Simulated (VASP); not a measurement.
# Zr (Fm-3m) in VASP: notebook, part 2 of 2

VASP 6.6.1. The steps go on from the part before.

### Step 4. Electric field gradients, PBE

This run uses another cell than the first one, of 22.93 Å³/atom, 1.042 times its volume.

File INCAR:

```
SYSTEM = Zr
PREC = Accurate
ENCUT = 520
EDIFF = 1E-8
ISMEAR = -1
SIGMA = 0.05
LREAL = .FALSE.
LASPH = .TRUE.
NELM = 80
ALGO = Normal
ISIF = 2
LWAVE = .FALSE.
LCHARG = .FALSE.
GGA = PE
LEFG = .TRUE.
NBANDS = 12
```

File KPOINTS:

```
Automatic mesh
0
G
  16 16 16
  0 0 0
```

File POSCAR:

```
Zr
1.0
    0.0000000000      2.2550000000      2.2550000000
    2.2550000000      0.0000000000      2.2550000000
    2.2550000000      2.2550000000      0.0000000000
Zr
1
Direct
    0.0000000000      0.0000000000      0.0000000000
```

Potentials or basis: VASP PAW PBE potentials, release 64 (Zr_sv).

Started as:

```sh
$ cat potpaw_PBE.64/Zr_sv/POTCAR > POTCAR
$ mpirun -np 1 vasp_std > vasp.out
```

OUTCAR:

```text
SYSTEM = Zr
   PREC = Accurate
   ENCUT = 520
   EDIFF = 1E-8
   ISMEAR = -1
   LREAL = .FALSE.
   LASPH = .TRUE.
   NELM = 80
   ISIF = 2
   GGA = PE

 ion  position               nearest neighbor table
   1  0.000  0.000  0.000-

  LATTYP: Found a face centered cubic cell.
 ALAT       =     4.5100000000

  Lattice vectors:

 A1 = (   0.0000000000,   2.2550000000,   2.2550000000)
 A2 = (   2.2550000000,   0.0000000000,   2.2550000000)
 A3 = (   2.2550000000,   2.2550000000,   0.0000000000)

[... 563 lines left out ...]
    total drift:                                0.000000      0.000000      0.000000

  FREE ENERGIE OF THE ION-ELECTRON SYSTEM (eV)
  ---------------------------------------------------
  free  energy   TOTEN  =        -8.4858918246 eV

  energy  without entropy=       -8.4718877005  energy(sigma->0) =       -8.47888976

 Electric field gradients (V/A^2)
---------------------------------------------------------------------
 ion       V_xx      V_yy      V_zz      V_xy      V_xz      V_yz
---------------------------------------------------------------------
   1      -0.000    -0.000     0.000    -0.000    -0.000    -0.000
---------------------------------------------------------------------

 Electric field gradients after diagonalization (V/A^2)
 (convention: |V_zz| > |V_xx| > |V_yy|)
----------------------------------------------------------------------
 ion       V_xx      V_yy      V_zz     asymmetry (V_yy - V_xx)/ V_zz
----------------------------------------------------------------------
   1       0.000     0.000    -0.000       0.000
----------------------------------------------------------------------

           NMR quadrupolar parameters

 Cq : quadrupolar parameter    Cq=e*Q*V_zz/h
 eta: asymmetry parameters     (V_yy - V_xx)/ V_zz
 Q  : nuclear electric quadrupole moment in mb (millibarn)
----------------------------------------------------------------------
 ion       Cq(MHz)       eta       Q (mb)
----------------------------------------------------------------------
   1      -0.000       0.000       1.000
----------------------------------------------------------------------
```

OSZICAR:

```text
N       E                     dE             d eps       ncg     rms          rms(c)
DAV:   1     0.874656303830E+02    0.87466E+02   -0.69149E+03  3496   0.100E+03
DAV:   2    -0.576408291437E+01   -0.93230E+02   -0.90642E+02  3988   0.271E+02
DAV:   3    -0.875481415016E+01   -0.29907E+01   -0.29562E+01  5288   0.410E+01
DAV:   4    -0.881428300853E+01   -0.59469E-01   -0.59413E-01  3988   0.560E+00
DAV:   5    -0.881549023682E+01   -0.12072E-02   -0.12072E-02  5100   0.571E-01    0.104E+01
DAV:   6    -0.853405799369E+01    0.28143E+00   -0.37390E-01  3820   0.568E+00    0.417E+00
DAV:   7    -0.848268524546E+01    0.51373E-01   -0.19938E-01  4148   0.397E+00    0.715E-01
DAV:   8    -0.848589908764E+01   -0.32138E-02   -0.12485E-02  4128   0.128E+00    0.860E-02
DAV:   9    -0.848590085171E+01   -0.17641E-05   -0.41454E-04  4528   0.174E-01    0.232E-02
DAV:  10    -0.848589704069E+01    0.38110E-05   -0.13912E-05  4124   0.386E-02    0.745E-03
DAV:  11    -0.848589200312E+01    0.50376E-05   -0.21931E-06  5164   0.125E-02    0.191E-03
DAV:  12    -0.848589185254E+01    0.15058E-06   -0.23655E-08  4232   0.149E-03    0.676E-04
DAV:  13    -0.848589182703E+01    0.25507E-07   -0.46206E-09  2732   0.732E-04    0.695E-05
DAV:  14    -0.848589182457E+01    0.24586E-08   -0.80209E-10  2080   0.249E-04
   1 F= -.84858918E+01 E0= -.84788898E+01  d E =-.140041E-01
```

Wall time 16 s (1 thread of Intel Xeon 6975P-C, shared host); peak memory 0.17 GiB.

What came out:

```
Free energy            : -8.4859 eV
Pressure               : 1.1 GPa
Band gap on the k mesh : zero (band 6 reaches 10.04 eV, above the bottom of band 7 at 8.66 eV)
```

Levels at points of the mesh, in eV from the Fermi level:
| k point | band 4 | band 5 | band 6 | band 7 | band 8 | band 9 |
| --- | --- | --- | --- | --- | --- | --- |
| (0.00, 0.00, 0.00) | -26.18 | -5.58 | 0.98 | 0.98 | 0.98 | 3.44 |
| (0.50, 0.00, 0.00) | -26.31 | -2.98 | 0.80 | 0.80 | 1.15 | 5.25 |
| (0.50, 0.50, 0.00) | -26.53 | -3.04 | -2.23 | 3.07 | 5.26 | 5.77 |

Caveat: without QUAD_EFG the Cq values of the log hold for a quadrupole moment of 1 mb, not for the nuclei.

### Step 5. Electric field gradients, PBE (volume scaled by 1.04)

File INCAR:

```
PREC = Accurate
ENCUT = 520
EDIFF = 1E-8
ISMEAR = -1
SIGMA = 0.05
LREAL = False
LASPH = True
NELM = 100
ALGO = Normal
ISIF = 2
LWAVE = False
LCHARG = False
GGA = PE
LEFG = True
NBANDS = 12
```

File KPOINTS:

```
Automatic mesh
0
Gamma
  16 16 16
```

File POSCAR:

```
Zr
1.0
    0.0000000000      2.2846744556      2.2846744556
    2.2846744556      0.0000000000      2.2846744556
    2.2846744556      2.2846744556      0.0000000000
Zr
1
Direct
    0.0000000000      0.0000000000      0.0000000000
```

Potentials or basis: VASP PAW PBE potentials, release 64 (Zr_sv).

Started as:

```sh
$ cat potpaw_PBE.64/Zr_sv/POTCAR > POTCAR
$ mpirun -np 1 vasp_std > vasp.out
```

OUTCAR:

```text
PREC = Accurate
   ENCUT = 520
   EDIFF = 1E-8
   ISMEAR = -1
   LREAL = False
   LASPH = True
   NELM = 100
   ISIF = 2
   GGA = PE

 ion  position               nearest neighbor table
   1  0.000  0.000  0.000-

  LATTYP: Found a face centered cubic cell.
 ALAT       =     4.5693489112

  Lattice vectors:

 A1 = (   0.0000000000,   2.2846744556,   2.2846744556)
 A2 = (   2.2846744556,   0.0000000000,   2.2846744556)
 A3 = (   2.2846744556,   2.2846744556,   0.0000000000)

Analysis of symmetry for initial positions (statically):
=====================================================================
 Subroutine PRICEL returns:
 Original cell was already a primitive cell.

 Routine SETGRP: Setting up the symmetry group for a
 face centered cubic supercell.

 Subroutine GETGRP returns: Found 48 space group operations
 (whereof 48 operations were pure point group operations)
 out of a pool of 48 trial point group operations.

The static configuration has the point symmetry O_h .

Analysis of symmetry for dynamics (positions and initial velocities):
=====================================================================
 Subroutine PRICEL returns:
 Original cell was already a primitive cell.

 Routine SETGRP: Setting up the symmetry group for a
 face centered cubic supercell.

 Subroutine GETGRP returns: Found 48 space group operations
 (whereof 48 operations were pure point group operations)
 out of a pool of 48 trial point group operations.

The dynamic configuration has the point symmetry O_h .

 Subroutine INISYM returns: Found 48 space group operations
[... 151 lines left out ...]
      1     -40.1339      2.00000
      2     -17.6826      2.00000
      3     -17.6826      2.00000
      4     -17.6826      2.00000
      5       3.1128      2.00000
      6       9.5924      0.00000
      7       9.5924      0.00000
      8       9.5924      0.00000
      9      11.9269      0.00000
     10      11.9269      0.00000
     11      19.0674      0.00000
     12      23.1490      0.00000
[... 331 lines left out ...]
 k-point    24 :      -0.0625    0.0625    0.0000
  band No.  band energies     occupation
      1     -40.1214      2.00000
      2     -17.7686      2.00000
      3     -17.7074      2.00000
      4     -17.6884      2.00000
      5       3.4349      2.00000
      6       9.2961      0.00000
      7       9.7350      0.00000
      8       9.7580      0.00000
      9      11.6562      0.00000
     10      11.9229      0.00000
     11      19.7418      0.00000
     12      22.1080      0.00000

 [... further k-points ...]
[... 5 lines left out ...]
  --------------------------------------------------------------------------------------
  -------------------------------------------------------------------------------------
  Total       -0.3518618     -0.3518618     -0.3518618      0.0000000      0.0000000     -0.0000000
  in kB      -23.6363116    -23.6363116    -23.6363116      0.0000000      0.0000000     -0.0000000
  external PRESSURE =     -23.6363116 kB  Pullay stress =       0.0000000 kB

 VOLUME and BASIS-vectors are now :
 -----------------------------------------------------------------------------
  energy-cutoff  :      520.00
  volume of cell :       23.85
      direct lattice vectors                 reciprocal lattice vectors
     0.000000000  2.284674456  2.284674456    -0.218849560  0.218849560  0.218849560
     2.284674456  0.000000000  2.284674456     0.218849560 -0.218849560  0.218849560
     2.284674456  2.284674456  0.000000000     0.218849560  0.218849560 -0.218849560

 POSITION                                       TOTAL-FORCE (eV/Angst)
 -----------------------------------------------------------------------------------
      0.00000      0.00000      0.00000        -0.000000     -0.000000      0.000000
 -----------------------------------------------------------------------------------
    total drift:                                0.000000      0.000000     -0.000000

  FREE ENERGIE OF THE ION-ELECTRON SYSTEM (eV)
  ---------------------------------------------------
  free  energy   TOTEN  =        -8.4823302667 eV

  energy  without entropy=       -8.4676000286  energy(sigma->0) =       -8.47496515

 Electric field gradients (V/A^2)
---------------------------------------------------------------------
 ion       V_xx      V_yy      V_zz      V_xy      V_xz      V_yz
---------------------------------------------------------------------
   1       0.000    -0.000     0.000    -0.000    -0.000    -0.000
---------------------------------------------------------------------

 Electric field gradients after diagonalization (V/A^2)
 (convention: |V_zz| > |V_xx| > |V_yy|)
----------------------------------------------------------------------
 ion       V_xx      V_yy      V_zz     asymmetry (V_yy - V_xx)/ V_zz
----------------------------------------------------------------------
   1       0.000     0.000    -0.000       0.000
----------------------------------------------------------------------

           NMR quadrupolar parameters

 Cq : quadrupolar parameter    Cq=e*Q*V_zz/h
 eta: asymmetry parameters     (V_yy - V_xx)/ V_zz
 Q  : nuclear electric quadrupole moment in mb (millibarn)
----------------------------------------------------------------------
 ion       Cq(MHz)       eta       Q (mb)
----------------------------------------------------------------------
   1      -0.000       0.000       1.000
----------------------------------------------------------------------
```

Wall time 18 s (1 thread of Intel Xeon 6975P-C, shared host); peak memory 0.16 GiB.

What came out:

```yaml
Free_energy: -8.4823 eV
Pressure: -2.4 GPa
Band_gap_on_the_k_mesh: zero (band 6 reaches 9.59 eV, above the bottom of band 7 at 8.24 eV)
```

Caveat: the cell differs from its parent crystal (volume scaled by 1.04); without QUAD_EFG the Cq values of the log hold for a quadrupole moment of 1 mb, not for the nuclei.

### Step 6. Summary

```tsv
cell	gap on the mesh (eV)	pressure (GPa)
a = 3.146 Å, angles 60.0°, 1 atom	none	5.1
a = 3.189 Å, angles 60.0°, 1 atom	none	1.1
a = 3.231 Å, angles 60.0°, 1 atom	none	-2.4
```

Alike in all rows: task electric field gradients; level PBE; potentials or basis VASP PAW PBE potentials, release 64 (Zr_sv); no spin polarisation; k mesh 16 × 16 × 16; cutoff (eV) 520; smearing fermi-dirac 0.05 eV.

Absolute energies hang on the potentials; compare differences alone.
